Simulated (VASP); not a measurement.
A run of VASP 6.6.1 is set up as follows.

INCAR

```
SYSTEM = Rb
PREC = Accurate ; ENCUT = 520
EDIFF = 1E-6 ; ISMEAR = 0
SIGMA = 0.1 ; LREAL = .False.
LASPH = .True. ; NELM = 60
ALGO = Fast ; ISIF = 2
LWAVE = .False. ; LCHARG = .True.
GGA = PE ; LELF = .True.
LVHAR = .True. ; NBANDS = 16
```

File KPOINTS:

```
Automatic mesh
0
Gamma
  10 10 10
  0 0 0
```

The input POSCAR:

```
Rb
1.0
    5.7556194936      0.0000000000      0.0000000000
    0.0000000000      5.7556194936      0.0000000000
    0.0000000000      0.0000000000      5.3303274128
Rb
2
Direct
    0.0000000000      0.0000000000      0.0000000000
    0.5000000000      0.5000000000      0.5000000000
```

Potentials or basis: VASP PAW PBE potentials, release 64 (Rb_sv).

Run with:

```sh
$ cat potpaw_PBE.64/Rb_sv/POTCAR > POTCAR
$ mpirun -np 1 vasp_std > vasp.out
```

Predict the pressure.

0.1 GPa.

Predict the band gap on the k mesh.

zero (bands 9 and 10 overlap by 1.97 eV).

Caveat: the cell differs from its parent crystal (uniaxial strain along c: -6.0 %).
